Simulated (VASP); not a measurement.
Runs of VASP 6.6.1 on Zr. The structure is that of space group Fd-3m (No. 227), or close to it. The cells are those of the table. This isn't the form of Zr at room conditions, which is hcp.

```csv
task,cell,k mesh,cutoff (eV),gap on the mesh (eV),pressure (GPa)
single point,"a = 4.689 Å, angles 60.0°, 2 atoms",14 × 14 × 14,520,none,(b)
single point,"a = 4.508 Å, angles 60.0°, 2 atoms",14 × 14 × 14,520,none,1.2
single point,"a = 4.445 Å, angles 60.0°, 2 atoms",14 × 14 × 14,520,none,(a)
single point,"a = 4.570 Å, angles 60.0°, 2 atoms",14 × 14 × 14,520,none,0.0
single point,"a = 4.746 Å, angles 60.0°, 2 atoms",14 × 14 × 14,520,none,-2.2
single point,"a = 4.379 Å, angles 60.0°, 2 atoms",14 × 14 × 14,520,none,4.7
relaxation of cell and atoms,"relaxed from a = 4.463 Å, angles 60.0°, 2 atoms",9 × 9 × 9,600,none,0.0
single point,"a = 4.630 Å, angles 60.0°, 2 atoms",14 × 14 × 14,520,none,-1.0
```

Alike in all rows: level BLYP; potentials or basis VASP PAW PBE potentials, release 64 (Zr_sv); no spin polarisation; smearing fermi-dirac 0.1 eV.

Fill in the values left out.

(a) 2.8; (b) -1.7.

Caveats: the PAW data sets were made with another functional, which shifts forces and pressure a little; the cell stands under pressure (at least some runs).

A k mesh can miss the band edges, and the runs leave out spin-orbit coupling on Zr.

A gap of «none» marks levels without a gap at the run's occupations.
